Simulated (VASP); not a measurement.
# TiSe2 (P-3m1) in VASP: relaxation of cell and atoms with PBE+D3(BJ)

Aim: the relaxation of cell and atoms of TiSe2 with PBE+D3(BJ).

All numbers are computed with VASP 6.6.1; they aren't measurements. Logs are shortened: lines on timing, memory, paths and dates and some standing lists are left out, and cuts for length are marked.

## Step 1: The cell of the first run

It takes space group P-3m1 (No. 164, trigonal). Conventional cell: a = 3.540 Å, b = 3.540 Å, c = 6.008 Å, α = 90.00°, β = 90.00°, γ = 120.00°. Within 3.4 Å of Ti (site symmetry -3m) lie 6 Se at 2.55 Å. Within 3.4 Å of Se (site symmetry 3m) lie 3 Ti at 2.55 Å.

## Step 2: Relaxation of cell and atoms, PBE+D3(BJ), target pressure 6 GPa, at which the enthalpy is minimised

INCAR

```
SYSTEM = TiSe2
PREC = Accurate
ENCUT = 500
EDIFF = 1E-7
ISMEAR = -1
SIGMA = 0.03
LREAL = .False.
LASPH = .True.
NELM = 120
ALGO = Normal
ISIF = 3
LWAVE = .False.
LCHARG = .False.
GGA = PE
IVDW = 12
IBRION = 2
NSW = 80
EDIFFG = -0.002
PSTRESS = 60.0
GGA_COMPAT = .False.
NELMIN = 4
```

KPOINTS

```
regular mesh
0
Gamma
  16 16 8
  0 0 0
```

POSCAR

```
TiSe2
1.0
    3.5400000000      0.0000000000      0.0000000000
   -1.7700000000      3.0657299294      0.0000000000
    0.0000000000      0.0000000000      6.0080000000
Ti Se
1 2
Direct
    0.0000000000      0.0000000000      0.0000000000
    0.3333333333      0.6666666667      0.2550000000
    0.6666666667      0.3333333333     -0.2550000000
```

Potentials or basis: VASP PAW PBE potentials, release 64 (Ti_sv, Se).

Launch:

```bash
> cat potpaw_PBE.64/Ti_sv/POTCAR potpaw_PBE.64/Se/POTCAR > POTCAR
> mpirun -np 1 vasp_std > vasp.out
```

OUTCAR:

```text
SYSTEM = TiSe2
   PREC = Accurate
   ENCUT = 500
   EDIFF = 1E-7
   ISMEAR = -1
   LREAL = .False.
   LASPH = .True.
   NELM = 120
   ISIF = 3
   GGA = PE
   IVDW = 12
   IBRION = 2
   NSW = 80
   EDIFFG = -0.002
   PSTRESS = 60.0
   NELMIN = 4
 IVDW          = 12

 ion  position               nearest neighbor table
   1  0.000  0.000  0.000-   2 2.55   3 2.55   3 2.55   2 2.55   3 2.55   2 2.55
   2  0.333  0.667  0.255-   1 2.55   1 2.55   1 2.55
   3  0.667  0.333  0.745-   1 2.55   1 2.55   1 2.55

  LATTYP: Found a hexagonal cell.
 ALAT       =     3.5400000000
 C/A-ratio  =     1.6971751412

  Lattice vectors:

 A1 = (   3.5400000000,   0.0000000000,   0.0000000000)
 A2 = (  -1.7700000000,   3.0657299294,   0.0000000000)
 A3 = (   0.0000000000,   0.0000000000,   6.0080000000)

Analysis of symmetry for initial positions (statically):
=====================================================================
 Subroutine PRICEL returns:
 Original cell was already a primitive cell.

 Routine SETGRP: Setting up the symmetry group for a
 hexagonal supercell.

 Subroutine GETGRP returns: Found 12 space group operations
 (whereof 12 operations were pure point group operations)
 out of a pool of 24 trial point group operations.

The static configuration has the point symmetry D_3d.

Analysis of symmetry for dynamics (positions and initial velocities):
=====================================================================
 Subroutine PRICEL returns:
 Original cell was already a primitive cell.

 Routine SETGRP: Setting up the symmetry group for a
 hexagonal supercell.

 Subroutine GETGRP returns: Found 12 space group operations
 (whereof 12 operations were pure point group operations)
 out of a pool of 24 trial point group operations.

The dynamic configuration has the point symmetry D_3d.

 Subroutine INISYM returns: Found 12 space group operations
 (whereof 12 operations are pure point group operations),
 and found     1 'primitive' translations

----------------------------------------------------------------------------------------

                                     Primitive cell

  volume of cell :      65.2029

  direct lattice vectors                    reciprocal lattice vectors
     3.540000000  0.000000000  0.000000000     0.282485876  0.163093296  0.000000000
    -1.770000000  3.065729929  0.000000000     0.000000000  0.326186593  0.000000000
     0.000000000  0.000000000  6.008000000     0.000000000  0.000000000  0.166444740

  length of vectors
     3.540000000  3.540000000  6.008000000     0.326186593  0.326186593  0.166444740

  position of ions in fractional coordinates (direct lattice)
[... 74 lines left out ...]
   ICHARG =      2    charge: 1-file 2-atom 10-const
   ISPIN  =      1    spin polarized calculation?
   LNONCOLLINEAR =      F non collinear calculations
   LSORBIT =      F    spin-orbit coupling
   LASPH  =      T    aspherical Exc in radial PAW
   ENCUT  =  500.0 eV  36.75 Ry    6.06 a.u.   6.45  6.45 10.95*2*pi/ulx,y,z
   NELM   =    120;   NELMIN=  4; NELMDL= -5     # of ELM steps
   EDIFF  = 0.1E-06   stopping-criterion for ELM
   LREAL  =      F    real-space projection
   EDIFFG = -.2E-02   stopping-criterion for IOM
   NSW    =     80    number of steps for IOM
   IBRION =      2    ionic relax: 0-MD 1-quasi-New 2-CG
   NFREE  =      1    steps in history (QN), initial steepest desc. (CG)
   ISIF   =      3    stress and relaxation
   ISYM   =      2    0-nonsym 1-usesym 2-fastsym
   POTIM  = 0.5000    time-step for ionic-motion
   TEBEG  =    0.0;   TEEND  =   0.0 temperature during run
   PSTRESS=   60.0 pullay stress
   NELECT =      24.0000    total number of electrons
   NUPDOWN=      -1.0000    fix difference up-down
   EMIN   =  10.00;   EMAX   =-10.00  energy-range for DOS
   EFERMI =   0.00;   METHOD = LEGACY
   ISMEAR =    -1;   SIGMA  =   0.03  broadening in eV -4-tet -1-fermi 0-gaus
   EFERMI_NEDOS =   21; number of points for ismear=-14 and -15
   IALGO  =     38    algorithm
   IMIX   =      4    mixing-type and parameters
     AMIX     =   0.40;   BMIX     =  1.00
     AMIX_MAG =   1.60;   BMIX_MAG =  1.00
  volume/ion in A,a.u.               =      21.73       146.67
  Fermi-wavevector in a.u.,A,eV,Ry     =   1.173247  2.217116 18.728544  1.376509
  Thomas-Fermi vector in A             =   2.309663
   LORBIT       =      0    0 simple, 1 ext, 2 COOP (PROOUT), +10 PAW based schemes
   GGA     = PE    functional components
   LHFCALC =     F    Hartree Fock is set to
   AEXX    =    0.0000 exact exchange contribution
   IVDW    =    12    specifies the selected vdW correction
   LEPSILON=     F    determine dielectric tensor
   LRPA    =     F    only Hartree local field effects (RPA)
 conjugate gradient relaxation of ions
 non-spin polarized calculation
  energy-cutoff  :      500.00
  volume of cell :       65.20
 maximum number of plane-waves:      1678
 NGX is ok and might be reduce to    28
   NGX = 13   NGY = 13   NGZ = 21

--------------------------------------- Ionic step        1  -------------------------------------------

 number of electron      24.0000000 magnetization

 Free energy of the ion-electron system (eV)
  ---------------------------------------------------
  ext. energy  EPLUGINS =         0.00000000
  ---------------------------------------------------
  free energy    TOTEN  =       -18.17614915 eV

  energy without entropy =      -18.17365045  energy(sigma->0) =      -18.17489980

 E-fermi :   4.7758     XC(G=0):  -9.9823

 val. band max:        4.7681136688   @ k =   0.4375  -0.0000   0.3750
 cond. band min:       4.7809300700   @ k =   0.3750   0.0000   0.5000
 fundamental gap:      0.0128164012
 Fermi energy:         4.7757872975

 k-point     1 :       0.0000    0.0000    0.0000
  band No.  band energies     occupation
      1     -52.8689      2.00000
      2     -29.0926      2.00000
      3     -29.0831      2.00000
      4     -29.0831      2.00000
      5      -9.1719      2.00000
      6      -7.7494      2.00000
[... 571 lines left out ...]
  energy  without entropy=      -19.3872238352  energy(sigma->0) =      -19.38861842

  enthalpy is  TOTEN    =       -17.1475472132 eV   P V=        2.2424657864

[... ionic steps 4 to 15 ...]

--------------------------------------- Ionic step       16  -------------------------------------------

 number of electron      23.9999994 magnetization

------------------------ aborting loop because EDIFF is reached ----------------------------------------
[... 81 lines left out ...]
--------------------------------------- Ionic step       18  -------------------------------------------

 number of electron      23.9999994 magnetization

 Free energy of the ion-electron system (eV)
  ---------------------------------------------------
  ext. energy  EPLUGINS =         0.00000000
  ---------------------------------------------------
  free energy    TOTEN  =       -17.88048710 eV

  energy without entropy =      -17.87725311  energy(sigma->0) =      -17.87887011

 E-fermi :   6.5109     XC(G=0): -10.8312

 val. band max:        6.5103806985   @ k =   0.5000   0.0000   0.0000
 cond. band min:       6.5241555999   @ k =  -0.0625   0.5000   0.3750
 fundamental gap:      0.0137749014
 Fermi energy:         6.5109234582

 k-point     1 :       0.0000    0.0000    0.0000
  band No.  band energies     occupation
      1     -50.7818      2.00000
      2     -27.0452      2.00000
      3     -27.0078      2.00000
      4     -27.0078      2.00000
      5      -8.3010      2.00000
      6      -6.1889      2.00000
[... 485 lines left out ...]
  energy  without entropy=      -19.3740613170  energy(sigma->0) =      -19.37567831

  enthalpy is  TOTEN    =       -17.2892159324 eV   P V=        2.0880793687

 reached required accuracy - stopping structural energy minimisation
```

OSZICAR:

```text
N       E                     dE             d eps       ncg     rms          rms(c)
DAV:   1     0.196295689860E+03    0.19630E+03   -0.11457E+04  6816   0.143E+03
DAV:   2    -0.108596298084E+01   -0.19738E+03   -0.19553E+03  7408   0.361E+02
DAV:   3    -0.206895409747E+02   -0.19604E+02   -0.18949E+02 10712   0.102E+02
DAV:   4    -0.212366923475E+02   -0.54715E+00   -0.54693E+00  8464   0.176E+01
[... 177 lines left out ...]
DAV:   1    -0.178804925320E+02   -0.15694E-03   -0.33937E-04  6864   0.217E-01    0.174E-02
DAV:   2    -0.178804914140E+02    0.11180E-05   -0.91832E-05  8104   0.740E-02    0.154E-02
DAV:   3    -0.178804879243E+02    0.34897E-05   -0.34863E-05  9256   0.418E-02    0.633E-03
DAV:   4    -0.178804871125E+02    0.81182E-06   -0.29383E-06  9032   0.135E-02    0.109E-03
DAV:   5    -0.178804870982E+02    0.14293E-07   -0.16228E-07  5448   0.374E-03
  18 F= -.17289216E+02 E0= -.17287599E+02  d E =-.199945E-05
```

It took 14 min on 1 thread of Intel Xeon 6975P-C (Granite Rapids), shared host; peak memory 0.38 GiB.

Results:

| Quantity | Value |
| --- | --- |
| Free energy | -19.3773 eV |
| Relaxed volume | 18.59 Å³/atom |
| Relaxed cell | a = 3.387 Å, b = 3.387 Å, c = 5.613 Å, α = 90.00°, β = 90.00°, γ = 120.00° |
| Space group after relaxing (to 0.1 Å) | P-3m1 (No. 164) |
| Energy change on relaxing (the run minimises the enthalpy) | +24.2 meV/atom |
| Ionic steps | 18 |
| Pressure after relaxing | 6.0 GPa |
| Band gap on the k mesh | zero (bands 12 and 13 overlap by 1.03 eV) |
| Dispersion energy per atom | -0.499 eV |

Step by step:
```csv
step,energy change (eV),largest force (eV/Å),pressure (GPa),volume (Å³)
1,0.0000,0.0856,-1.74,65.20
2,0.3139,1.9131,14.80,55.79
3,0.0598,0.9995,6.12,59.88
4,0.0422,0.6502,6.01,58.38
5,0.0831,0.0836,6.13,56.18
6,0.0737,0.0024,5.92,55.88
7,0.0771,0.0744,5.87,55.65
8,0.0779,0.0818,5.87,55.63
9,0.0835,0.0463,6.58,55.48
10,0.0805,0.0146,6.25,55.55
11,0.0716,0.0053,5.95,55.78
12,0.0734,0.0072,6.00,55.73
13,0.0727,0.0066,5.99,55.75
14,0.0725,0.0063,5.98,55.76
15,0.0727,0.0034,6.02,55.75
16,0.0726,0.0007,6.01,55.76
17,0.0726,0.0001,6.00,55.76
18,0.0725,0.0000,6.00,55.76
```

Final structure:
```
CELL_PARAMETERS angstrom
3.38678 0.00000 0.00000
-1.69339 2.93303 0.00000
0.00000 0.00000 5.61310
ATOMIC_POSITIONS crystal
Ti 0.00000 0.00000 0.00000
Se 0.33333 0.66667 0.27894
Se 0.66667 0.33333 0.72106
```

Caveat: the cell is relaxed towards a set pressure, so the run minimises the enthalpy, not the energy.
